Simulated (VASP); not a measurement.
# WC (P-6m2) in VASP: a series of runs, part 2 of 2

VASP 6.6.1. The steps go on from the part before.

## (3) Single point, PBEsol

INCAR reads:

```
ALGO     = Normal         # electronic algorithm
EDIFF    = 1E-6           # SCF threshold, eV
ENCUT    = 600            # plane-wave cutoff, eV
GGA      = PS             # functional
GGA_COMPAT= F            
ISIF     = 2              # what is computed and relaxed
ISMEAR   = -1             # smearing method
LASPH    = T              # aspherical terms in the spheres
LCHARG   = F              # write CHGCAR
LREAL    = F              # projectors in reciprocal space
LWAVE    = F              # write WAVECAR
NBANDS   = 16             # bands
NELM     = 120            # most SCF steps
PREC     = Accurate       # precision mode
SIGMA    = 0.15           # smearing width, eV
```

KPOINTS reads:

```
k-points
0
Gamma
  18 18 16
```

POSCAR reads:

```
WC
1.0
    2.8994430816      0.0000000000      0.0000000000
   -1.4497215408      2.5109913655      0.0000000000
    0.0000000000      0.0000000000      2.8264527195
W C
1 1
Direct
    0.0000000000      0.0000000000      0.0000000000
    0.6666666667      0.3333333333      0.5000000000
```

Potentials or basis: VASP PAW PBE potentials, release 64 (W_sv, C).

Command:

```console
$ cat potpaw_PBE.64/W_sv/POTCAR potpaw_PBE.64/C/POTCAR > POTCAR
$ mpirun -np 1 vasp_std > vasp.out
```

OUTCAR:

```text
EDIFF = 1E-6
   ENCUT = 600
   GGA = PS
   ISIF = 2
   ISMEAR = -1
   LASPH = T
   LREAL = F
   NELM = 120
   PREC = Accurate

 ion  position               nearest neighbor table
   1  0.000  0.000  0.000-   2 2.19   2 2.19   2 2.19   2 2.19   2 2.19   2 2.19
   2  0.667  0.333  0.500-   1 2.19   1 2.19   1 2.19   1 2.19   1 2.19   1 2.19

  LATTYP: Found a hexagonal cell.
 ALAT       =     2.8994430816
 C/A-ratio  =     0.9748260752

  Lattice vectors:

 A1 = (   2.8994430816,   0.0000000000,   0.0000000000)
 A2 = (  -1.4497215408,   2.5109913655,   0.0000000000)
 A3 = (   0.0000000000,   0.0000000000,   2.8264527195)

Analysis of symmetry for initial positions (statically):
=====================================================================
 Subroutine PRICEL returns:
 Original cell was already a primitive cell.

 Routine SETGRP: Setting up the symmetry group for a
 hexagonal supercell.

 Subroutine GETGRP returns: Found 12 space group operations
 (whereof 12 operations were pure point group operations)
[... 161 lines left out ...]

  energy without entropy =      -23.88803428  energy(sigma->0) =      -23.89985291

 E-fermi :  11.0912     XC(G=0): -13.9740

 val. band max:       11.0827131707   @ k =   0.3333   0.2222   0.0000
 cond. band min:      11.0968488565   @ k =   0.0000   0.0000   0.3125
 fundamental gap:      0.0141356858
 Fermi energy:        11.0911996670

 k-point     1 :       0.0000    0.0000    0.0000
  band No.  band energies     occupation
      1     -62.8588      2.00000
      2     -26.8454      2.00000
      3     -26.7405      2.00000
      4     -26.7405      2.00000
      5      -3.4418      2.00000
      6       6.6765      2.00000
[... 433 lines left out ...]
      3     -26.9947      2.00000
      4     -26.7297      2.00000
      5      -0.0080      2.00000
      6       4.1295      2.00000
[... 8 lines left out ...]
     15      24.9243      0.00000
     16      28.6418      0.00000

 [... further k-points ...]

------------------------ aborting loop because EDIFF is reached ----------------------------------------

  FORCE on cell =-STRESS in cart. coord.  units (eV):
  Direction    XX          YY          ZZ          XY          YZ          ZX
  --------------------------------------------------------------------------------------
  -------------------------------------------------------------------------------------
  Total        0.1401656      0.1401656      0.1822819      0.0000000     -0.0000000      0.0000000
  in kB       10.9131609     10.9131609     14.1922920      0.0000000     -0.0000000      0.0000000
  external PRESSURE =      12.0062046 kB  Pullay stress =       0.0000000 kB

 VOLUME and BASIS-vectors are now :
 -----------------------------------------------------------------------------
  energy-cutoff  :      600.00
  volume of cell :       20.58
      direct lattice vectors                 reciprocal lattice vectors
     2.899443082  0.000000000  0.000000000     0.344893820  0.199124540  0.000000000
    -1.449721541  2.510991365  0.000000000     0.000000000  0.398249080  0.000000000
     0.000000000  0.000000000  2.826452720     0.000000000  0.000000000  0.353800364

 POSITION                                       TOTAL-FORCE (eV/Angst)
 -----------------------------------------------------------------------------------
      0.00000      0.00000      0.00000         0.000000     -0.000000      0.000000
      1.44972      0.83700      1.41323        -0.000000      0.000000      0.000000
 -----------------------------------------------------------------------------------
    total drift:                                0.000000     -0.000000      0.000000

  FREE ENERGIE OF THE ION-ELECTRON SYSTEM (eV)
  ---------------------------------------------------
  free  energy   TOTEN  =       -23.9116715490 eV

  energy  without entropy=      -23.8880342803  energy(sigma->0) =      -23.89985291
```

OSZICAR:

```text
N       E                     dE             d eps       ncg     rms          rms(c)
DAV:   1     0.117036573605E+03    0.11704E+03   -0.10151E+04 10664   0.139E+03
DAV:   2    -0.233741565499E+02   -0.14041E+03   -0.13570E+03 12704   0.360E+02
DAV:   3    -0.267941266669E+02   -0.34200E+01   -0.34070E+01 11840   0.523E+01
DAV:   4    -0.268121979431E+02   -0.18071E-01   -0.18070E-01 13832   0.427E+00
DAV:   5    -0.268123301010E+02   -0.13216E-03   -0.13216E-03 11872   0.349E-01    0.336E+01
DAV:   6    -0.240111313793E+02    0.28012E+01   -0.52862E+00 13032   0.249E+01    0.937E+00
DAV:   7    -0.239452269062E+02    0.65904E-01   -0.36886E-01 11208   0.473E+00    0.641E+00
DAV:   8    -0.239126333380E+02    0.32594E-01   -0.62109E-02 12136   0.203E+00    0.904E-01
DAV:   9    -0.239118235833E+02    0.80975E-03   -0.24658E-03 11720   0.388E-01    0.115E-01
DAV:  10    -0.239116721973E+02    0.15139E-03   -0.26719E-04 13296   0.197E-01    0.452E-02
DAV:  11    -0.239116722519E+02   -0.54567E-07   -0.12542E-05 11896   0.341E-02    0.822E-03
DAV:  12    -0.239116715490E+02    0.70290E-06   -0.21239E-06 10096   0.118E-02
   1 F= -.23911672E+02 E0= -.23899853E+02  d E =-.236373E-01
```

stdout:

```text
POSCAR found type information on POSCAR W C
 POSCAR found :  2 types and       2 ions
 scaLAPACK will be used
 -----------------------------------------------------------------------------
|                                                                             |
|                                                                             |
|     You enforced a specific xc type in the INCAR file but a different       |
|     I HOPE YOU KNOW WHAT YOU ARE DOING!                                     |
|                                                                             |
 -----------------------------------------------------------------------------

 LDA part: xc-table for (Slater+PW92), standard interpolation
 POSCAR, INCAR and KPOINTS ok, starting setup
 FFT: planning ... GRIDC
 FFT: planning ... GRID_SOFT
 FFT: planning ... GRID
 WAVECAR not read
 entering main loop
```

Run time: 3.1 min. Hardware: 1 thread of Oxide Virtual Turin-like, shared host; peak memory 0.21 GiB.

What came out:

| Quantity | Value |
| --- | --- |
| Free energy | -23.9117 eV |
| Pressure | 1.2 GPa |
| Band gap on the k mesh | zero (bands 9 and 10 overlap by 1.23 eV) |

Stress tensor (GPa, compression positive):
```
1.09 0.00 0.00
0.00 1.09 0.00
0.00 0.00 1.42
```

Levels at points of the mesh, in eV from the Fermi level:
```tsv
k point	band 5	band 6	band 7	band 8	band 9	band 10	band 11	band 12	band 13	band 14
(0.00, 0.00, 0.00)	-14.53	-4.41	-3.41	-3.41	0.09	3.23	3.23	5.67	5.67	6.41
(0.50, 0.00, 0.00)	-11.13	-7.12	-3.68	-3.67	-0.49	2.33	4.54	4.91	6.89	9.72
(0.00, 0.00, 0.50)	-10.40	-8.76	-2.08	-2.08	-0.64	-0.64	3.71	4.51	4.51	9.98
(0.50, 0.00, 0.50)	-11.35	-6.56	-4.41	-4.24	0.27	4.45	5.36	6.70	9.27	10.20
```

Caveat: the PAW data sets were made with another functional, which shifts forces and pressure a little; spin-orbit coupling is left out, which moves the levels of the heavy elements.

## (4) Relaxation of cell and atoms, PBEsol

INCAR reads:

```
  ALGO = Normal
  EDIFF = 1E-7
  EDIFFG = -0.001
  ENCUT = 600
  GGA = PS
  GGA_COMPAT = F
  IBRION = 2
  ISIF = 3
  ISMEAR = -1
  LASPH = T
  LCHARG = F
  LREAL = F
  LWAVE = F
  NELM = 120
  NELMIN = 4
  NSW = 80
  PREC = Accurate
  SIGMA = 0.15
```

KPOINTS is that of step 3.

POSCAR reads:

```
WC
1.0
    2.8984102022      0.0000000000      0.0000000000
   -1.4492051011      2.5100968657      0.0000000000
    0.0000000000      0.0000000000      2.8277797159
W C
1 1
Direct
    0.0000000000      0.0000000000      0.0000000000
    0.6666666667      0.3333333333      0.5000000000
```

Command:

```console
$ cat potpaw_PBE.64/W_sv/POTCAR potpaw_PBE.64/C/POTCAR > POTCAR
$ mpirun -np 1 vasp_std > vasp.out
```

Wall time 7.5 min (1 thread of Oxide Virtual Turin-like, shared host); peak memory 0.21 GiB.

Results (log left out):

- Free energy: -23.9119 eV
- Relaxed volume: 10.32 Å³/atom
- Relaxed cell: a = 2.902 Å, b = 2.902 Å, c = 2.830 Å, α = 90.00°, β = 90.00°, γ = 120.00°
- Space group after relaxing (to 0.1 Å): P-6m2 (No. 187)
- Energy gained by relaxing: 0.1 meV/atom
- Ionic steps: 5
- Pressure after relaxing: 0.0 GPa
- Band gap on the k mesh: zero (bands 9 and 10 overlap by 1.23 eV)

Step by step:
| step | energy change (eV) | largest force (eV/Å) | pressure (GPa) | volume (Å³) |
| --- | --- | --- | --- | --- |
| 1 | 0.0000 | 0.0000 | 1.28 | 20.57 |
| 2 | 0.0017 | 0.0000 | -3.49 | 20.82 |
| 3 | -0.0003 | 0.0000 | -0.02 | 20.64 |
| 4 | -0.0003 | 0.0000 | 0.02 | 20.64 |
| 5 | -0.0003 | 0.0000 | 0.01 | 20.64 |

Final structure:
```yaml
crystal:
  lattice:
    - [2.90209, 0.00000, 0.00000]
    - [-1.45104, 2.51328, 0.00000]
    - [0.00000, 0.00000, 2.82958]
  atoms:
    - { symbol: W, position: [0.00000, 0.00000, 0.00000] }
    - { symbol: C, position: [0.66667, 0.33333, 0.50000] }
```

Levels at points of the mesh, in eV from the Fermi level:
| k point | band 6 | band 7 | band 8 | band 9 | band 10 | band 11 | band 12 | band 13 |
| --- | --- | --- | --- | --- | --- | --- | --- | --- |
| (0.00, 0.00, 0.00) | -4.40 | -3.40 | -3.40 | 0.09 | 3.22 | 3.22 | 5.65 | 5.65 |
| (0.50, 0.00, 0.00) | -7.11 | -3.67 | -3.65 | -0.49 | 2.32 | 4.53 | 4.90 | 6.87 |
| (0.00, 0.00, 0.50) | -8.75 | -2.07 | -2.07 | -0.64 | -0.64 | 3.70 | 4.50 | 4.50 |
| (0.50, 0.00, 0.50) | -6.54 | -4.39 | -4.23 | 0.27 | 4.44 | 5.34 | 6.68 | 9.24 |

Caveat: the PAW data sets were made with another functional, which shifts forces and pressure a little; spin-orbit coupling is left out, which moves the levels of the heavy elements.

## (5) The runs side by side

```tsv
task	potentials or basis	cell	k mesh	cutoff (eV)	smearing	gap on the mesh (eV)	pressure (GPa)
single point	VASP PAW PBE potentials, release 64 (W_sv, C_h)	a = 2.898, b = 2.898, c = 2.828 Å, angles 90.0, 90.0, 120.0°, 2 atoms	18 × 18 × 14	1300	gaussian 0.1 eV	none	1.2
single point	VASP PAW PBE potentials, release 64 (W_sv, C)	a = 2.899, b = 2.899, c = 2.826 Å, angles 90.0, 90.0, 120.0°, 2 atoms	18 × 18 × 16	600	fermi-dirac 0.15 eV	none	1.2
relaxation of cell and atoms	VASP PAW PBE potentials, release 64 (W_sv, C)	relaxed from a = 2.898, b = 2.898, c = 2.828 Å, angles 90.0, 90.0, 120.0°, 2 atoms	18 × 18 × 16	600	fermi-dirac 0.15 eV	none	0.0
```

Alike in all rows: level PBEsol; no spin polarisation.

Caveats: the PAW data sets were made with another functional, which shifts forces and pressure a little; spin-orbit coupling is left out, which moves the levels of the heavy elements.

Absolute energies hang on the potentials; compare differences alone.

The gap in the log of VASP goes by the Fermi energy; the results here count the filled bands.